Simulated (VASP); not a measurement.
# NaI (R-3m) in VASP: further runs, part 3 of 3

VASP 6.6.1.

## (4) Single point, HSE06 (epitaxial 111 strain +1.5%)

File POSCAR:

```
NaI
1.0
    4.0347362004     -0.0656002985     -0.0656002985
   -0.0656002985      4.0347362004     -0.0656002985
   -0.0656002985     -0.0656002985      4.0347362004
Na I
1 1
Direct
    0.0000000000      0.0000000000      0.0000000000
    0.5000000000      0.5000000000      0.5000000000
```

File INCAR.step1:

```
SYSTEM = NaI
PREC = Accurate
ENCUT = 520
EDIFF = 1E-5
ISMEAR = 0
SIGMA = 0.01
LREAL = .FALSE.
LASPH = .TRUE.
NELM = 100
ALGO = Normal
ISIF = 2
LWAVE = .TRUE.
LCHARG = .FALSE.
NBANDS = 14
GGA = PE
```

File INCAR.step2:

```
SYSTEM = NaI
PREC = Accurate
ENCUT = 520
EDIFF = 1E-6
ISMEAR = 0
SIGMA = 0.01
LREAL = .FALSE.
LASPH = .TRUE.
NELM = 100
ALGO = Normal
ISIF = 2
LWAVE = .FALSE.
LCHARG = .FALSE.
GGA = PE
LHFCALC = .TRUE.
HFSCREEN = 0.2079
PRECFOCK = Normal
NBANDS = 14
ISTART = 1
```

File KPOINTS:

```
Automatic mesh
0
G
  4 4 4
  0 0 0
```

Potentials or basis: VASP PAW PBE potentials, release 64 (Na_pv, I).

On the command line:

```bash
$ cat potpaw_PBE.64/Na_pv/POTCAR potpaw_PBE.64/I/POTCAR > POTCAR
$ cp INCAR.step1 INCAR
$ mpirun -np 1 vasp_std > vasp.out
$ cp INCAR.step2 INCAR
$ mpirun -np 1 vasp_std > vasp.out
```

OUTCAR:

```text
SYSTEM = NaI
   PREC = Accurate
   ENCUT = 520
   EDIFF = 1E-6
   ISMEAR = 0
   LREAL = .FALSE.
   LASPH = .TRUE.
   NELM = 100
   ISIF = 2
   GGA = PE
   LHFCALC = .TRUE.
   HFSCREEN = 0.2079
   PRECFOCK = Normal
   ISTART = 1

 ion  position               nearest neighbor table
   1  0.000  0.000  0.000-
   2  0.500  0.500  0.500-

  LATTYP: Found a trigonal (rhomboedric) cell.
 ALAT       =     4.0358026470
 COS(alpha) =    -0.0322363687

  Lattice vectors:

 A1 = (   4.0347362004,  -0.0656002985,  -0.0656002985)
 A2 = (  -0.0656002985,   4.0347362004,  -0.0656002985)
 A3 = (  -0.0656002985,  -0.0656002985,   4.0347362004)

Analysis of symmetry for initial positions (statically):
=====================================================================
 Subroutine PRICEL returns:
 Original cell was already a primitive cell.

 Routine SETGRP: Setting up the symmetry group for a
 trigonal (rhombohedral) supercell.

 Subroutine GETGRP returns: Found 12 space group operations
 (whereof 12 operations were pure point group operations)
 out of a pool of 12 trial point group operations.

The static configuration has the point symmetry D_3d.

Analysis of symmetry for dynamics (positions and initial velocities):
=====================================================================
 Subroutine PRICEL returns:
 Original cell was already a primitive cell.

 Routine SETGRP: Setting up the symmetry group for a
 trigonal (rhombohedral) supercell.

 Subroutine GETGRP returns: Found 12 space group operations
 (whereof 12 operations were pure point group operations)
 out of a pool of 12 trial point group operations.

The dynamic configuration has the point symmetry D_3d.

 Subroutine INISYM returns: Found 12 space group operations
 (whereof 12 operations are pure point group operations),
 and found     1 'primitive' translations

----------------------------------------------------------------------------------------

                                     Primitive cell

  volume of cell :      65.6292

  direct lattice vectors                    reciprocal lattice vectors
     4.034736200 -0.065600299 -0.065600299     0.247980953  0.004098531  0.004098531
    -0.065600299  4.034736200 -0.065600299     0.004098531  0.247980953  0.004098531
    -0.065600299 -0.065600299  4.034736200     0.004098531  0.004098531  0.247980953

  length of vectors
     4.035802647  4.035802647  4.035802647     0.248048683  0.248048683  0.248048683

  position of ions in fractional coordinates (direct lattice)
     0.000000000  0.000000000  0.000000000
     0.500000000  0.500000000  0.500000000

  ion indices of the primitive-cell ions
   primitive index   ion index
                 1           1
                 2           2

----------------------------------------------------------------------------------------

 KPOINTS: Automatic mesh

Automatic generation of k-mesh.
 Grid dimensions read from file:
 generate k-points for:    4    4    4

 Generating k-lattice:

  Cartesian coordinates                     Fractional coordinates (reciprocal lattice)
     0.061995238  0.001024633  0.001024633     0.250000000 -0.000000000 -0.000000000
     0.001024633  0.061995238  0.001024633    -0.000000000  0.250000000 -0.000000000
     0.001024633  0.001024633  0.061995238    -0.000000000 -0.000000000  0.250000000
[... 37 lines left out ...]
   ISTART =      1    job   : 0-new  1-cont  2-samecut
   ICHARG =      0    charge: 1-file 2-atom 10-const
   ISPIN  =      1    spin polarized calculation?
   LNONCOLLINEAR =      F non collinear calculations
   LSORBIT =      F    spin-orbit coupling
   LASPH  =      T    aspherical Exc in radial PAW
   ENCUT  =  520.0 eV  38.22 Ry    6.18 a.u.   7.50  7.50  7.50*2*pi/ulx,y,z
   NELM   =    100;   NELMIN=  2; NELMDL=  0     # of ELM steps
   EDIFF  = 0.1E-05   stopping-criterion for ELM
   LREAL  =      F    real-space projection
   EDIFFG = 0.1E-04   stopping-criterion for IOM
   NSW    =      0    number of steps for IOM
   IBRION =     -1    ionic relax: 0-MD 1-quasi-New 2-CG
   NFREE  =      0    steps in history (QN), initial steepest desc. (CG)
   ISIF   =      2    stress and relaxation
   ISYM   =      3    0-nonsym 1-usesym 2-fastsym
   POTIM  = 0.5000    time-step for ionic-motion
   TEBEG  =    0.0;   TEEND  =   0.0 temperature during run
   PSTRESS=    0.0 pullay stress
   NELECT =      14.0000    total number of electrons
   NUPDOWN=      -1.0000    fix difference up-down
   EMIN   =  10.00;   EMAX   =-10.00  energy-range for DOS
   EFERMI =   0.00;   METHOD = LEGACY
   ISMEAR =     0;   SIGMA  =   0.01  broadening in eV -4-tet -1-fermi 0-gaus
   EFERMI_NEDOS =   21; number of points for ismear=-14 and -15
   IALGO  =     38    algorithm
   IMIX   =      1    mixing-type and parameters
     AMIX     =   0.40;   BMIX     =  1.00
     AMIX_MAG =   1.60;   BMIX_MAG =  1.00
  volume/ion in A,a.u.               =      32.81       221.44
  Fermi-wavevector in a.u.,A,eV,Ry     =   0.978179  1.848491 13.018527  0.956835
  Thomas-Fermi vector in A             =   2.108935
   LORBIT       =      0    0 simple, 1 ext, 2 COOP (PROOUT), +10 PAW based schemes
   GGA     = PE    functional components
   LHFCALC =     T    Hartree Fock is set to
   PRECFOCK=normal    Normal, Fast or Accurate (Low or Medium for compatibility)
   ENCUT4O =  -1.0   cutoff for four orbital integrals eV
   NKREDX  =     1    reduce k-point grid by
   NKREDY  =     1    reduce k-point grid by
   NKREDZ  =     1    reduce k-point grid by
   AEXX    =    0.2500 exact exchange contribution
   HFSCREEN=    0.2079 screening length (either q_TF or 0.3 A-1)
   HFSCREENC=   0.2079 screening length for correlation (either q_TF or 0.3 A-1)
   ENCUTFOCK=  -1.0 apply spherical cutoff to Coloumb kernel
   IVDW    =     0    specifies the selected vdW correction
   LEPSILON=     F    determine dielectric tensor
   LRPA    =     F    only Hartree local field effects (RPA)
 non-spin polarized calculation
 Gauss-broadening in eV      SIGMA  =   0.01
  energy-cutoff  :      520.00
  volume of cell :       65.63
 maximum number of plane-waves:      1779
  NGX = 24; NGY = 24; NGZ = 24

 number of electron      13.9999980 magnetization

 Free energy of the ion-electron system (eV)
  ---------------------------------------------------
  ext. energy  EPLUGINS =         0.00000000
  ---------------------------------------------------
  free energy    TOTEN  =        -5.91253407 eV

  energy without entropy =       -5.91253407  energy(sigma->0) =       -5.91253407

 E-fermi :   1.4118     XC(G=0):  -6.5992

 val. band max:        1.3476626447   @ k =   0.5000   0.5000  -0.0000
 cond. band min:       4.6011338897   @ k =   0.0000   0.0000   0.0000
 fundamental gap:      3.2534712450
 Fermi energy:         1.4118204349

 k-point     1 :       0.0000    0.0000    0.0000
  band No.  band energies     occupation
      1     -24.8038      2.00000
      2     -24.8038      2.00000
      3     -24.7983      2.00000
      4     -11.4915      2.00000
      5       0.5326      2.00000
      6       0.7077      2.00000
      7       0.7077      2.00000
      8       4.6011      0.00000
      9       7.8794      0.00000
     10       7.8794      0.00000
     11      13.6292      0.00000
     12      13.6292      0.00000
     13      14.2646      0.00000
     14      14.3246      0.00000
[... 190 lines left out ...]
      1     -24.8093      2.00000
      2     -24.8093      2.00000
      3     -24.8029      2.00000
      4     -10.4894      2.00000
      5      -0.9605      2.00000
      6      -0.9605      2.00000
      7      -0.8681      2.00000
      8       6.3264      0.00000
      9       6.3264      0.00000
     10       6.6626      0.00000
     11       9.1342      0.00000
     12      16.1274      0.00000
     13      16.1274      0.00000
     14      16.8012      0.00000

------------------------ aborting loop because EDIFF is reached ----------------------------------------

  FORCE on cell =-STRESS in cart. coord.  units (eV):
  Direction    XX          YY          ZZ          XY          YZ          ZX
  --------------------------------------------------------------------------------------
  -------------------------------------------------------------------------------------
  Total        0.1258493      0.1258493      0.1258493     -0.0379260     -0.0379260     -0.0379260
  in kB        3.0723032      3.0723032      3.0723032     -0.9258711     -0.9258711     -0.9258711
  external PRESSURE =       3.0723032 kB  Pullay stress =       0.0000000 kB

 VOLUME and BASIS-vectors are now :
 -----------------------------------------------------------------------------
  energy-cutoff  :      520.00
  volume of cell :       65.63
      direct lattice vectors                 reciprocal lattice vectors
     4.034736200 -0.065600299 -0.065600299     0.247980953  0.004098531  0.004098531
    -0.065600299  4.034736200 -0.065600299     0.004098531  0.247980953  0.004098531
    -0.065600299 -0.065600299  4.034736200     0.004098531  0.004098531  0.247980953

 POSITION                                       TOTAL-FORCE (eV/Angst)
 -----------------------------------------------------------------------------------
      0.00000      0.00000      0.00000         0.000000      0.000000     -0.000000
      1.95177      1.95177      1.95177        -0.000000     -0.000000      0.000000
 -----------------------------------------------------------------------------------
    total drift:                                0.000000      0.000000      0.000000

  FREE ENERGIE OF THE ION-ELECTRON SYSTEM (eV)
  ---------------------------------------------------
  free  energy   TOTEN  =        -5.9125340662 eV

  energy  without entropy=       -5.9125340662  energy(sigma->0) =       -5.91253407
```

It took 11 min on 1 thread of Oxide Virtual Turin-like, shared host; peak memory 0.25 GiB.

Results:

```
Free energy            : -5.9125 eV
Pressure               : 0.3 GPa
Band gap on the k mesh : 3.25 eV (least direct gap 3.69 eV)
```

Levels at points of the mesh, in eV from the valence-band top:
| k point | band 5 | band 6 | band 7 | band 8 | band 9 | band 10 |
| --- | --- | --- | --- | --- | --- | --- |
| (0.00, 0.00, 0.00) | -0.82 | -0.64 | -0.64 | 3.25 | 6.53 | 6.53 |
| (0.50, 0.00, 0.00) | -3.51 | -0.41 | -0.29 | 5.60 | 7.48 | 8.02 |
| (0.50, 0.50, 0.00) | -2.85 | -2.76 | 0.00 | 3.69 | 8.01 | 9.30 |
| (0.50, 0.50, 0.50) | -2.31 | -2.31 | -2.22 | 4.98 | 4.98 | 5.31 |

Caveat: the cell differs from its parent crystal (epitaxial 111 strain +1.5%); the structure was generated, so it needn't be the stable form of NaI; the PAW data sets were made with another functional, which shifts forces and pressure a little; spin-orbit coupling is left out, which moves the levels of the heavy elements.

## (5) The runs side by side

```csv
level,k mesh,smearing,grid for exact exchange (PRECFOCK),share of exact exchange,screening parameter,gap on the mesh (eV),pressure (GPa)
PBE,6 × 6 × 6,fermi-dirac 0.02 eV,-,-,-,2.32,0.4
r2SCAN,6 × 6 × 6,gaussian 0.01 eV,-,-,-,3.10,0.0
HSE06,4 × 4 × 4,gaussian 0.01 eV,Normal,0.25,0.2079 1/Å,3.25,0.3
```

Alike in all rows: task single point; potentials or basis VASP PAW PBE potentials, release 64 (Na_pv, I); no spin polarisation; cell as given; cutoff (eV) 520.

Caveats: the structure was generated, so it needn't be the stable form of NaI; spin-orbit coupling is left out, which moves the levels of the heavy elements; the PAW data sets were made with another functional, which shifts forces and pressure a little (at least some runs).

Total energies depend on the potentials used, so only differences within one code and one set of settings carry meaning.
